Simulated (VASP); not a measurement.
Input of a VASP 6.6.1 run:

File POSCAR:

```
Sb
1.0
    3.1172920620      0.0000000000      0.0000000000
    0.0000000000      3.1172920620      0.0000000000
    0.0000000000      0.0000000000      3.1172920620
Sb
1
Direct
    0.0000000000      0.0000000000      0.0000000000
```

INCAR.step1

```
SYSTEM = Sb
PREC     = Accurate       ! precision mode
ENCUT    = 520            ! plane-wave cutoff, eV
EDIFF    = 1E-5           ! SCF threshold, eV
ISMEAR   = -1             ! smearing method
SIGMA    = 0.05           ! smearing width, eV
LREAL    = .FALSE.        ! projectors in reciprocal space
LASPH    = .TRUE.         ! aspherical terms in the spheres
NELM     = 100            ! most SCF steps
ALGO     = Normal         ! electronic algorithm
ISIF     = 2              ! what is computed and relaxed
LWAVE    = .TRUE.         ! write WAVECAR
LCHARG   = .FALSE.        ! write CHGCAR
NBANDS   = 8              ! bands
GGA      = PE             ! functional
```

The input INCAR.step2:

```
SYSTEM = Sb
PREC     = Accurate       ! precision mode
ENCUT    = 520            ! plane-wave cutoff, eV
EDIFF    = 1E-6           ! SCF threshold, eV
ISMEAR   = -1             ! smearing method
SIGMA    = 0.05           ! smearing width, eV
LREAL    = .FALSE.        ! projectors in reciprocal space
LASPH    = .TRUE.         ! aspherical terms in the spheres
NELM     = 100            ! most SCF steps
ALGO     = Normal         ! electronic algorithm
ISIF     = 2              ! what is computed and relaxed
LWAVE    = .FALSE.        ! write WAVECAR
LCHARG   = .FALSE.        ! write CHGCAR
GGA      = PE             ! functional
LHFCALC  = .TRUE.         ! exact exchange
AEXX     = 0.25           ! exact-exchange fraction
PRECFOCK = Normal       
NBANDS   = 8              ! bands
ISTART   = 1
```

Contents of KPOINTS:

```
Automatic mesh
0
G
  6 6 6
  0 0 0
```

Potentials or basis: VASP PAW PBE potentials, release 64 (Sb).

Run with:

```sh
$ cat potpaw_PBE.64/Sb/POTCAR > POTCAR
$ cp INCAR.step1 INCAR
$ mpirun -np 1 vasp_std > vasp.out
$ cp INCAR.step2 INCAR
$ mpirun -np 1 vasp_std > vasp.out
```

(1) Predict the band gap on the k mesh.

(2) Predict the pressure.

Answers

(1) zero (an odd number of electrons rules out a gap without spin polarisation).

(2) -2.0 GPa.

Caveat: the PAW data sets were made with another functional, which shifts forces and pressure a little; spin-orbit coupling is left out, which moves the levels of the heavy elements.
